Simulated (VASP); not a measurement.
# MgTlF4 (P6/mmm) in VASP: notebook, part 2 of 3

VASP 6.6.1. Earlier steps stand in the parts before.

### 3 Relaxation of cell and atoms, PBE

The input, INCAR:

```
SYSTEM = MgTlF4
  ALGO = Normal
  EDIFF = 1E-7
  EDIFFG = -0.01
  ENCUT = 600
  GGA = PE
  IBRION = 2
  ISIF = 3
  ISMEAR = 0
  LASPH = .True.
  LCHARG = .False.
  LREAL = .False.
  LWAVE = .False.
  NELM = 100
  NSW = 100
  PREC = Accurate
  SIGMA = 0.1
```

The input, KPOINTS:

```
k-points
0
Gamma
  12 12 6
  0 0 0
```

The input, POSCAR:

```
MgTlF4
1.0
    3.8360803020      0.0000000000      0.0000000000
   -1.9180401510      3.3221429925      0.0000000000
    0.0000000000      0.0000000000      6.5995890556
Mg Tl F
1 1 4
Direct
    0.0000000000      0.0000000000      0.0000000000
    0.0000000000      0.0000000000      0.5000000000
    0.3333333333      0.6666666667      0.1894061498
    0.3333333333      0.6666666667      0.8105938502
    0.6666666667      0.3333333333      0.1894061498
    0.6666666667      0.3333333333      0.8105938502
```

Potentials or basis: VASP PAW PBE potentials, release 64 (Mg, Tl_d, F).

Started as:

```console
$ cat potpaw_PBE.64/Mg/POTCAR potpaw_PBE.64/Tl_d/POTCAR potpaw_PBE.64/F/POTCAR > POTCAR
$ mpirun -np 1 vasp_std > vasp.out
```

OUTCAR:

```text
SYSTEM = MgTlF4
   EDIFF = 1E-7
   EDIFFG = -0.01
   ENCUT = 600
   GGA = PE
   IBRION = 2
   ISIF = 3
   ISMEAR = 0
   LASPH = .True.
   LREAL = .False.
   NELM = 100
   NSW = 100
   PREC = Accurate

 ion  position               nearest neighbor table
   1  0.000  0.000  0.000-   3 2.54   4 2.54   5 2.54   6 2.54   5 2.54   6 2.54   3 2.54   4 2.54
                             5 2.54   6 2.54   3 2.54   4 2.54   2 3.30   2 3.30
   2  0.000  0.000  0.500-   3 3.02   4 3.02   5 3.02   6 3.02   5 3.02   6 3.02   3 3.02   4 3.02
                             5 3.02   6 3.02   3 3.02   4 3.02   1 3.30   1 3.30
   3  0.333  0.667  0.189-   1 2.54   1 2.54   1 2.54   2 3.02   2 3.02   2 3.02
   4  0.333  0.667  0.811-   1 2.54   1 2.54   1 2.54   2 3.02   2 3.02   2 3.02
   5  0.667  0.333  0.189-   1 2.54   1 2.54   1 2.54   2 3.02   2 3.02   2 3.02
   6  0.667  0.333  0.811-   1 2.54   1 2.54   1 2.54   2 3.02   2 3.02   2 3.02

  LATTYP: Found a hexagonal cell.
 ALAT       =     3.8360803020
 C/A-ratio  =     1.7203990887

  Lattice vectors:

 A1 = (   3.8360803020,   0.0000000000,   0.0000000000)
 A2 = (  -1.9180401510,   3.3221429925,   0.0000000000)
 A3 = (   0.0000000000,   0.0000000000,   6.5995890556)

Analysis of symmetry for initial positions (statically):
=====================================================================
 Subroutine PRICEL returns:
 Original cell was already a primitive cell.

 Routine SETGRP: Setting up the symmetry group for a
 hexagonal supercell.

 Subroutine GETGRP returns: Found 24 space group operations
 (whereof 24 operations were pure point group operations)
 out of a pool of 24 trial point group operations.

The static configuration has the point symmetry D_6h.

Analysis of symmetry for dynamics (positions and initial velocities):
=====================================================================
 Subroutine PRICEL returns:
 Original cell was already a primitive cell.

 Routine SETGRP: Setting up the symmetry group for a
 hexagonal supercell.

 Subroutine GETGRP returns: Found 24 space group operations
 (whereof 24 operations were pure point group operations)
 out of a pool of 24 trial point group operations.

The dynamic configuration has the point symmetry D_6h.

 Subroutine INISYM returns: Found 24 space group operations
 (whereof 24 operations are pure point group operations),
 and found     1 'primitive' translations

----------------------------------------------------------------------------------------

                                     Primitive cell

  volume of cell :      84.1052

  direct lattice vectors                    reciprocal lattice vectors
     3.836080302  0.000000000  0.000000000     0.260682760  0.150505262  0.000000000
    -1.918040151  3.322142992  0.000000000     0.000000000  0.301010523  0.000000000
     0.000000000  0.000000000  6.599589056     0.000000000  0.000000000  0.151524586

  length of vectors
     3.836080302  3.836080302  6.599589056     0.301010523  0.301010523  0.151524586

  position of ions in fractional coordinates (direct lattice)
     0.000000000  0.000000000  0.000000000
     0.000000000  0.000000000  0.500000000
     0.333333333  0.666666667  0.189406150
     0.333333333  0.666666667  0.810593850
     0.666666667  0.333333333  0.189406150
     0.666666667  0.333333333  0.810593850

  ion indices of the primitive-cell ions
   primitive index   ion index
                 1           1
[... 56 lines left out ...]
  0.250000 -0.000000  0.166667     12.000000
  0.333333 -0.000000  0.166667     12.000000
 [... further k-points ...]
   k-points           NKPTS =     76   k-points in BZ     NKDIM =     76   number of bands    NBANDS=     25
   number of dos      NEDOS =    301   number of ions     NIONS =      6
   total plane-waves  NPLWV =  55296
   dimension x,y,z NGX =    32 NGY =   32 NGZ =   54
   dimension x,y,z NGXF=    64 NGYF=   64 NGZF=  108
   ions per type =               1   1   4
   NGX,Y,Z   is equivalent  to a cutoff of  13.87, 13.87, 13.60 a.u.
   NGXF,Y,Z  is equivalent  to a cutoff of  27.74, 27.74, 27.21 a.u.
 SYSTEM =  MgTlF4
   PREC   = accura    normal or accurate (medium, high low for compatibility)
   ISTART =      0    job   : 0-new  1-cont  2-samecut
   ICHARG =      2    charge: 1-file 2-atom 10-const
   ISPIN  =      1    spin polarized calculation?
   LNONCOLLINEAR =      F non collinear calculations
   LSORBIT =      F    spin-orbit coupling
   LASPH  =      T    aspherical Exc in radial PAW
   ENCUT  =  600.0 eV  44.10 Ry    6.64 a.u.   7.66  7.66 13.18*2*pi/ulx,y,z
   NELM   =    100;   NELMIN=  2; NELMDL= -5     # of ELM steps
   EDIFF  = 0.1E-06   stopping-criterion for ELM
   LREAL  =      F    real-space projection
   EDIFFG = -.1E-01   stopping-criterion for IOM
   NSW    =    100    number of steps for IOM
   IBRION =      2    ionic relax: 0-MD 1-quasi-New 2-CG
   NFREE  =      1    steps in history (QN), initial steepest desc. (CG)
   ISIF   =      3    stress and relaxation
   ISYM   =      2    0-nonsym 1-usesym 2-fastsym
   POTIM  = 0.5000    time-step for ionic-motion
   TEBEG  =    0.0;   TEEND  =   0.0 temperature during run
   PSTRESS=    0.0 pullay stress
   NELECT =      43.0000    total number of electrons
   NUPDOWN=      -1.0000    fix difference up-down
   EMIN   =  10.00;   EMAX   =-10.00  energy-range for DOS
   EFERMI =   0.00;   METHOD = LEGACY
   ISMEAR =     0;   SIGMA  =   0.10  broadening in eV -4-tet -1-fermi 0-gaus
   EFERMI_NEDOS =   21; number of points for ismear=-14 and -15
   IALGO  =     38    algorithm
   IMIX   =      4    mixing-type and parameters
     AMIX     =   0.40;   BMIX     =  1.00
     AMIX_MAG =   1.60;   BMIX_MAG =  1.00
  volume/ion in A,a.u.               =      14.02        94.59
  Fermi-wavevector in a.u.,A,eV,Ry     =   1.309051  2.473748 23.315153  1.713615
  Thomas-Fermi vector in A             =   2.439676
   LORBIT       =      0    0 simple, 1 ext, 2 COOP (PROOUT), +10 PAW based schemes
   GGA     = PE    functional components
   LHFCALC =     F    Hartree Fock is set to
   AEXX    =    0.0000 exact exchange contribution
   IVDW    =     0    specifies the selected vdW correction
   LEPSILON=     F    determine dielectric tensor
   LRPA    =     F    only Hartree local field effects (RPA)
 conjugate gradient relaxation of ions
 non-spin polarized calculation
 Gauss-broadening in eV      SIGMA  =   0.10
  energy-cutoff  :      600.00
  volume of cell :       84.11
 maximum number of plane-waves:      2853
 NGX is ok and might be reduce to    32
   NGX = 15   NGY = 15   NGZ = 27

--------------------------------------- Ionic step        1  -------------------------------------------

 number of electron      43.0000034 magnetization

 Free energy of the ion-electron system (eV)
  ---------------------------------------------------
  ext. energy  EPLUGINS =         0.00000000
  ---------------------------------------------------
  free energy    TOTEN  =       -21.00377404 eV

  energy without entropy =      -20.97277922  energy(sigma->0) =      -20.98827663

------------------------ aborting loop because EDIFF is reached ----------------------------------------

  FORCE on cell =-STRESS in cart. coord.  units (eV):
  Direction    XX          YY          ZZ          XY          YZ          ZX
  --------------------------------------------------------------------------------------
  -------------------------------------------------------------------------------------
  Total       -0.2299543     -0.2299543     -0.2587103     -0.0000000      0.0000000      0.0000000
  in kB       -4.3805553     -4.3805553     -4.9283479     -0.0000000      0.0000000      0.0000000
  external PRESSURE =      -4.5631529 kB  Pullay stress =       0.0000000 kB
[... 67 lines left out ...]
--------------------------------------- Ionic step        3  -------------------------------------------

 number of electron      43.0000035 magnetization

 Free energy of the ion-electron system (eV)
  ---------------------------------------------------
  ext. energy  EPLUGINS =         0.00000000
  ---------------------------------------------------
  free energy    TOTEN  =       -21.00473402 eV

  energy without entropy =      -20.97404816  energy(sigma->0) =      -20.98939109

 E-fermi :   1.3130     XC(G=0):  -9.8752

 val. band max:        1.3005199717   @ k =   0.4167   0.1667   0.0000
 cond. band min:       1.3328117104   @ k =   0.4167   0.0833   0.0000
 fundamental gap:      0.0322917387
 Fermi energy:         1.3130482709

 k-point     1 :       0.0000    0.0000    0.0000
  band No.  band energies     occupation
      1     -20.3244      2.00000
      2     -19.9571      2.00000
      3     -18.4196      2.00000
      4     -18.1876      2.00000
      5      -7.8975      2.00000
      6      -7.8193      2.00000
[... 661 lines left out ...]
     24       6.7411      0.00000
     25       8.3261      0.00000

 [... further k-points ...]
[... 5 lines left out ...]
  --------------------------------------------------------------------------------------
  -------------------------------------------------------------------------------------
  Total        0.0228604      0.0228604     -0.0405338      0.0000000      0.0000000      0.0000000
  in kB        0.4389645      0.4389645     -0.7783296      0.0000000      0.0000000      0.0000000
  external PRESSURE =       0.0331998 kB  Pullay stress =       0.0000000 kB
[... 21 lines left out ...]
  FREE ENERGIE OF THE ION-ELECTRON SYSTEM (eV)
  ---------------------------------------------------
  free  energy   TOTEN  =       -21.0047340182 eV

  energy  without entropy=      -20.9740481596  energy(sigma->0) =      -20.98939109

 reached required accuracy - stopping structural energy minimisation
```

It took 6 min on 1 thread of Intel Xeon Platinum 8488C (Sapphire Rapids), shared host; peak memory 0.37 GiB.

Results:

```yaml
Free_energy: -21.0047 eV
Relaxed_volume: 13.91 Å³/atom
Relaxed_cell: a = 3.826 Å, b = 3.826 Å, c = 6.581 Å, α = 90.00°, β = 90.00°, γ = 120.00°
Space_group_after_relaxing_to_0.05_Å: P6/mmm (No. 191)
Energy_gained_by_relaxing: 0.2 meV/atom
Ionic_steps: 3
Pressure_after_relaxing: 0.0 GPa
Largest_force_after_relaxing: 0.004 eV/Å
```

Forces on the atoms (eV/Å):
```
Mg   0.000  0.000  0.000
Tl   0.000  0.000  0.000
F    0.000  0.000  0.004
F    0.000  0.000 -0.004
F    0.000  0.000  0.004
F    0.000  0.000 -0.004
```

Step by step:
```tsv
step	energy change (eV)	largest force (eV/Å)	pressure (GPa)	volume (Å³)
1	0.0000	0.0051	-0.46	84.11
2	-0.0009	0.0014	-0.12	83.62
3	-0.0010	0.0038	0.00	83.44
```

Final structure:
```
Mg Tl F
1.0
     3.82632    0.00000    0.00000
    -1.91316    3.31369    0.00000
     0.00000    0.00000    6.58069
Mg Tl F
1 1 4
Cartesian
  -1.9132 3.3137 0.0000
  -1.9132 3.3137 3.2903
  0.0000 2.2091 1.2461
  0.0000 2.2091 5.3346
  1.9132 1.1046 1.2461
  1.9132 1.1046 5.3346
```

Caveat: spin-orbit coupling is left out, which moves the levels of the heavy elements; an odd number of electrons without spin polarisation forces a metal; a magnetic or distorted state may lie lower.

### 4 Single point, PBE

The input, INCAR:

```
SYSTEM = MgTlF4
ALGO = Normal
EDIFF = 1E-6
ENCUT = 520
GGA = PE
ISIF = 2
ISMEAR = 0
LASPH = .True.
LCHARG = .False.
LREAL = .False.
LWAVE = .False.
NBANDS = 30
NELM = 100
PREC = Accurate
SIGMA = 0.1
```

The input, KPOINTS:

```
k-points
0
Gamma
  6 6 2
  0 0 0
```

POSCAR is that of step 3.

Started as:

```console
$ cat potpaw_PBE.64/Mg/POTCAR potpaw_PBE.64/Tl_d/POTCAR potpaw_PBE.64/F/POTCAR > POTCAR
$ mpirun -np 1 vasp_std > vasp.out
```

Run time: 40 s. Hardware: 1 thread of Intel Xeon Platinum 8488C (Sapphire Rapids), shared host; peak memory 0.21 GiB.

Results (log left out):

* Free energy: -20.9966 eV
* Pressure: -0.4 GPa
* Largest force: 0.009 eV/Å

Forces in eV/Å, atoms in the order of the input:
```
Mg   0.000  0.000  0.000
Tl   0.000  0.000  0.000
F    0.000  0.000 -0.009
F    0.000  0.000  0.009
F    0.000  0.000 -0.009
F    0.000  0.000  0.009
```

Stress tensor (GPa, compression positive):
```
-0.39  0.00  0.00
 0.00 -0.39  0.00
 0.00  0.00 -0.47
```

Levels at points of the mesh, in eV from the Fermi level:
```csv
k point,band 18,band 19,band 20,band 21,band 22,band 23,band 24,band 25,band 26,band 27
"(0.00, 0.00, 0.00)",-1.02,-1.02,-0.67,-0.67,-0.54,4.62,5.49,9.57,9.57,12.21
"(0.50, 0.00, 0.00)",-1.03,-0.99,-0.89,-0.18,-0.02,3.51,5.95,6.64,7.56,10.51
"(0.00, 0.00, 0.50)",-0.95,-0.75,-0.75,-0.67,-0.60,2.98,8.88,8.93,9.58,9.58
"(0.50, 0.00, 0.50)",-1.12,-0.90,-0.50,-0.19,-0.02,3.84,5.34,7.63,8.26,10.05
```

Caveat: the k points lie up to 0.48 Å⁻¹ apart; spin-orbit coupling is left out, which moves the levels of the heavy elements; an odd number of electrons without spin polarisation forces a metal; a magnetic or distorted state may lie lower.

(Continued in part 3 of 3.)
